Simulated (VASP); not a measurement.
# TlBTe2 (P-6m2) in VASP: a series of runs, part 2 of 2

VASP 6.6.1. Earlier steps stand in the parts before.

**3. Single point, PBE**

This run uses another cell than the first one, of 31.13 Å³/atom.

INCAR

```
SYSTEM = TlBTe2
PREC = Accurate
ENCUT = 500
EDIFF = 1E-6
ISMEAR = 0
SIGMA = 0.1
LREAL = .FALSE.
LASPH = .TRUE.
NELM = 120
ALGO = Normal
ISIF = 2
LWAVE = .FALSE.
LCHARG = .FALSE.
GGA = PE
NBANDS = 22
GGA_COMPAT = .FALSE.
```

KPOINTS

```
regular mesh
0
G
  6 6 2
  0 0 0
```

POSCAR

```
TlBTe2
1.0
    3.9693676042      0.0000000000      0.0000000000
   -1.9846838021      3.4375731822      0.0000000000
    0.0000000000      0.0000000000      9.1250472676
Tl B Te
1 1 2
Direct
    0.3333333333      0.6666666667      0.5000000000
    0.0000000000      0.0000000000      0.5000000000
    0.3333333333      0.6666666667      0.8559633074
    0.3333333333      0.6666666667      0.1440366926
```

Potentials or basis: VASP PAW PBE potentials, release 64 (Tl_d, B, Te).

Launch:

```console
$ cat potpaw_PBE.64/Tl_d/POTCAR potpaw_PBE.64/B/POTCAR potpaw_PBE.64/Te/POTCAR > POTCAR
$ mpirun -np 1 vasp_std > vasp.out
```

OUTCAR:

```text
SYSTEM = TlBTe2
   PREC = Accurate
   ENCUT = 500
   EDIFF = 1E-6
   ISMEAR = 0
   LREAL = .FALSE.
   LASPH = .TRUE.
   NELM = 120
   ISIF = 2
   GGA = PE

 ion  position               nearest neighbor table
   1  0.333  0.667  0.500-   2 2.29   2 2.29   2 2.29   4 3.25   3 3.25
   2  0.000  0.000  0.500-   1 2.29   1 2.29   1 2.29
   3  0.333  0.667  0.856-   4 2.63   1 3.25
   4  0.333  0.667  0.144-   3 2.63   1 3.25

  LATTYP: Found a hexagonal cell.
 ALAT       =     3.9693676042
 C/A-ratio  =     2.2988667661

  Lattice vectors:

 A1 = (   3.9693676042,   0.0000000000,   0.0000000000)
 A2 = (  -1.9846838021,   3.4375731822,   0.0000000000)
 A3 = (   0.0000000000,   0.0000000000,   9.1250472676)

Analysis of symmetry for initial positions (statically):
=====================================================================
 Subroutine PRICEL returns:
 Original cell was already a primitive cell.

 Routine SETGRP: Setting up the symmetry group for a
 hexagonal supercell.

 Subroutine GETGRP returns: Found 12 space group operations
 (whereof 12 operations were pure point group operations)
 out of a pool of 24 trial point group operations.

The static configuration has the point symmetry D_3h.

Analysis of symmetry for dynamics (positions and initial velocities):
=====================================================================
 Subroutine PRICEL returns:
 Original cell was already a primitive cell.

 Routine SETGRP: Setting up the symmetry group for a
 hexagonal supercell.

 Subroutine GETGRP returns: Found 12 space group operations
 (whereof 12 operations were pure point group operations)
 out of a pool of 24 trial point group operations.

The dynamic configuration has the point symmetry D_3h.

 Subroutine INISYM returns: Found 12 space group operations
 (whereof 12 operations are pure point group operations),
 and found     1 'primitive' translations

----------------------------------------------------------------------------------------
[... 107 lines left out ...]
  volume/ion in A,a.u.               =      31.13       210.06
  Fermi-wavevector in a.u.,A,eV,Ry     =   0.995538  1.881295 13.484691  0.991097
  Thomas-Fermi vector in A             =   2.127565
   LORBIT       =      0    0 simple, 1 ext, 2 COOP (PROOUT), +10 PAW based schemes
   GGA     = PE    functional components
   LHFCALC =     F    Hartree Fock is set to
   AEXX    =    0.0000 exact exchange contribution
   IVDW    =     0    specifies the selected vdW correction
   LEPSILON=     F    determine dielectric tensor
   LRPA    =     F    only Hartree local field effects (RPA)
 non-spin polarized calculation
 Gauss-broadening in eV      SIGMA  =   0.10
  energy-cutoff  :      500.00
  volume of cell :      124.51
 maximum number of plane-waves:      3186
 NGX is ok and might be reduce to    30
   NGX = 15   NGY = 15   NGZ = 33

 number of electron      27.9999999 magnetization

 Free energy of the ion-electron system (eV)
  ---------------------------------------------------
  ext. energy  EPLUGINS =         0.00000000
  ---------------------------------------------------
  free energy    TOTEN  =       -11.30229683 eV

  energy without entropy =      -11.29566501  energy(sigma->0) =      -11.29898092

 E-fermi :   3.8805     XC(G=0):  -8.7537

 val. band max:        3.7612999902   @ k =   0.3333   0.1667   0.0000
 cond. band min:       3.9301946814   @ k =   0.3333   0.0000   0.0000
 fundamental gap:      0.1688946912
 Fermi energy:         3.8805100202

 k-point     1 :       0.0000    0.0000    0.0000
  band No.  band energies     occupation
      1      -8.6040      2.00000
      2      -7.6707      2.00000
      3      -7.4438      2.00000
      4      -7.4438      2.00000
      5      -7.1006      2.00000
      6      -7.1006      2.00000
[... 339 lines left out ...]
     21      10.6775      0.00000
     22      11.8602      0.00000

------------------------ aborting loop because EDIFF is reached ----------------------------------------

  FORCE on cell =-STRESS in cart. coord.  units (eV):
  Direction    XX          YY          ZZ          XY          YZ          ZX
  --------------------------------------------------------------------------------------
  -------------------------------------------------------------------------------------
  Total       -0.0622903     -0.0622903     -0.0211340      0.0000000     -0.0000000      0.0000000
  in kB       -0.8015347     -0.8015347     -0.2719471      0.0000000     -0.0000000      0.0000000
  external PRESSURE =      -0.6250055 kB  Pullay stress =       0.0000000 kB

 VOLUME and BASIS-vectors are now :
 -----------------------------------------------------------------------------
  energy-cutoff  :      500.00
  volume of cell :      124.51
      direct lattice vectors                 reciprocal lattice vectors
     3.969367604  0.000000000  0.000000000     0.251929300  0.145451449  0.000000000
    -1.984683802  3.437573182  0.000000000     0.000000000  0.290902898  0.000000000
     0.000000000  0.000000000  9.125047268     0.000000000  0.000000000  0.109588473

 POSITION                                       TOTAL-FORCE (eV/Angst)
 -----------------------------------------------------------------------------------
     -0.00000      2.29172      4.56252        -0.000000     -0.000000      0.000000
      0.00000      0.00000      4.56252        -0.000000      0.000000      0.000000
     -0.00000      2.29172      7.81071         0.000000     -0.000000     -0.008843
     -0.00000      2.29172      1.31434         0.000000     -0.000000      0.008843
 -----------------------------------------------------------------------------------
    total drift:                               -0.000001      0.000000     -0.000000

  FREE ENERGIE OF THE ION-ELECTRON SYSTEM (eV)
  ---------------------------------------------------
  free  energy   TOTEN  =       -11.3022968274 eV

  energy  without entropy=      -11.2956650083  energy(sigma->0) =      -11.29898092
```

OSZICAR:

```text
N       E                     dE             d eps       ncg     rms          rms(c)
DAV:   1     0.126363971662E+03    0.12636E+03   -0.11825E+04   616   0.104E+03
DAV:   2    -0.581294848143E+01   -0.13218E+03   -0.12765E+03   760   0.206E+02
DAV:   3    -0.121068243871E+02   -0.62939E+01   -0.62244E+01   766   0.411E+01
DAV:   4    -0.122117249363E+02   -0.10490E+00   -0.10484E+00   760   0.578E+00
DAV:   5    -0.122135970915E+02   -0.18722E-02   -0.18721E-02   772   0.745E-01    0.116E+01
DAV:   6    -0.115065014847E+02    0.70710E+00   -0.97482E+00   728   0.931E+00    0.533E+00
DAV:   7    -0.113359691759E+02    0.17053E+00   -0.17878E+00   700   0.426E+00    0.465E+00
DAV:   8    -0.113030798754E+02    0.32889E-01   -0.13822E-01   706   0.171E+00    0.581E-01
DAV:   9    -0.113023401250E+02    0.73975E-03   -0.11067E-02   754   0.546E-01    0.297E-01
DAV:  10    -0.113023093599E+02    0.30765E-04   -0.11150E-03   716   0.168E-01    0.186E-01
DAV:  11    -0.113023022139E+02    0.71460E-05   -0.86888E-05   742   0.498E-02    0.951E-02
DAV:  12    -0.113022941533E+02    0.80606E-05   -0.10263E-04   688   0.578E-02    0.194E-02
DAV:  13    -0.113022956624E+02   -0.15090E-05   -0.98839E-06   712   0.154E-02    0.527E-03
DAV:  14    -0.113022966733E+02   -0.10109E-05   -0.99956E-07   556   0.591E-03    0.140E-03
DAV:  15    -0.113022968274E+02   -0.15413E-06   -0.23621E-07   458   0.283E-03
   1 F= -.11302297E+02 E0= -.11298981E+02  d E =-.663182E-02
```

stdout:

```text
POSCAR found type information on POSCAR TlB Te
 POSCAR found :  3 types and       4 ions
 scaLAPACK will be used
 LDA part: xc-table for (Slater+PW92), standard interpolation
 POSCAR, INCAR and KPOINTS ok, starting setup
 FFT: planning ... GRIDC
 FFT: planning ... GRID_SOFT
 FFT: planning ... GRID
 WAVECAR not read
 entering main loop
```

Run time: 80 s. Hardware: 1 thread of AMD EPYC 7R13, shared host; peak memory 0.22 GiB.

Results:

```
Free energy            : -11.3023 eV
Pressure               : -0.1 GPa
Largest force          : 0.009 eV/Å
Band gap on the k mesh : zero (bands 14 and 15 overlap by 2.80 eV)
```

Forces on the atoms (eV/Å):
```
Tl   0.000  0.000  0.000
B    0.000  0.000  0.000
Te   0.000  0.000 -0.009
Te   0.000  0.000  0.009
```

Caveat: spin-orbit coupling is left out, which moves the levels of the heavy elements.
